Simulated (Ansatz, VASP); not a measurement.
# One calculation of BN, two programs

```
CELL_PARAMETERS angstrom
-2.54101 0.00000 0.00000
-1.27051 -2.20058 0.00000
-0.63538 -0.36684 12.60989
ATOMIC_POSITIONS crystal
B 0.65626 0.65626 0.06244
B 0.60069 0.60069 0.39578
B 0.54512 0.54512 0.72911
B 0.18401 0.18401 0.89578
B 0.29514 0.29514 0.22911
B 0.23957 0.23957 0.56244
N 0.51037 0.51037 0.93762
N 0.62150 0.62150 0.27096
N 0.56593 0.56593 0.60429
N 0.20482 0.20482 0.77096
N 0.31595 0.31595 0.10429
N 0.26038 0.26038 0.43762
```

Alike in both runs: task single point; functional PBEsol; k mesh 10 × 10 × 2; occupations gaussian, width 0.05 eV; no spin polarisation.

```csv
,VASP,Ansatz
version,VASP 6.6.1,Ansatz 0.2.0
potentials or method,"VASP PAW PBE potentials, release 64 (B, N), cutoff 600 eV","scalar-relativistic, plane waves, PAW"
valence electrons in the cell,48,48
```

Ansatz gave:

* gap on the k mesh at the Fermi level (eV): 4.36
* least direct gap on the mesh (eV): 6.55
* pressure (GPa): 0.6
* traceless stress, the component that is largest in VASP (GPa): 15.72
* rms of the force components (eV/Å): 0.856

Task: Estimate VASP's values.

Result: gap on the k mesh at the Fermi level (eV): 4.34; least direct gap on the mesh (eV): 6.54; pressure (GPa): 0.9; traceless stress, the component that is largest in VASP (GPa): 15.74; rms of the force components (eV/Å): 0.854.

VASP's potentials were made for PBE, not for PBEsol. Atom by atom the forces differ by 0.004 eV/Å (rms over components).
